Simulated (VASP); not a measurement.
Wanted: the native input for a VASP 6.6.1 run.

```
Task                   : single point
Functional             : PBEsol
Potentials or basis    : VASP PAW PBE potentials, release 64 (Si, O)
Cutoff                 : 520 eV
k mesh                 : 6 × 6 × 6
Occupations            : gaussian, width 0.02 eV
Spin                   : no spin polarisation
Dipole correction      : no
Further INCAR settings : ALGO = Normal; EDIFF = 1e-07; NBANDS = 44
```

The structure of SiO2 lies in POSCAR:

```
SiO2
1.0
   -4.4857476260      4.4857476260      2.6254018204
    4.4857476260     -4.4857476260      2.6254018204
    4.4857476260      4.4857476260     -2.6254018204
Si O
4 8
Direct
    0.1769136266      0.1769136266      0.3538272533
    0.8230863734      0.1769136266      0.0000000000
    0.1769136266      0.8230863734      0.0000000000
    0.8230863734      0.8230863734      0.6461727467
    0.5000000000      0.5000000000      0.5000000000
    0.0000000000      0.5000000000      0.0000000000
    0.5000000000      0.0000000000      0.0000000000
    0.0000000000      0.0000000000      0.5000000000
    0.0000000000      0.2094244395      0.2094244395
    0.7905755605      0.0000000000      0.7905755605
    0.2094244395      0.0000000000      0.2094244395
    0.0000000000      0.7905755605      0.7905755605
```

The input as run:

INCAR

```
SYSTEM = SiO2
ALGO = Normal
EDIFF = 1E-7
ENCUT = 520
GGA = PS
ISIF = 2
ISMEAR = 0
LASPH = .TRUE.
LCHARG = .TRUE.
LELF = .TRUE.
LREAL = .FALSE.
LVHAR = .TRUE.
LWAVE = .FALSE.
NBANDS = 44
NELM = 80
PREC = Accurate
SIGMA = 0.02
```

KPOINTS

```
k-points
0
G
  6 6 6
  0 0 0
```

Potentials or basis: VASP PAW PBE potentials, release 64 (Si, O).

The run is started by

```bash
$ cat potpaw_PBE.64/Si/POTCAR potpaw_PBE.64/O/POTCAR > POTCAR
$ mpirun -np 1 vasp_std > vasp.out
```

It gave:

```yaml
Pressure: 0.4 GPa
Largest_force: 0.026 eV/Å
Band_gap_on_the_k_mesh: 5.47 eV
```

Caveat: the PAW data sets were made with another functional, which shifts forces and pressure a little.

Run time: 7 min on 1 thread of Intel(R) Xeon(R) Platinum 8259CL CPU @ 2.50GHz (Skylake/Cascade Lake), on a shared host, peak memory 0.49 GiB.
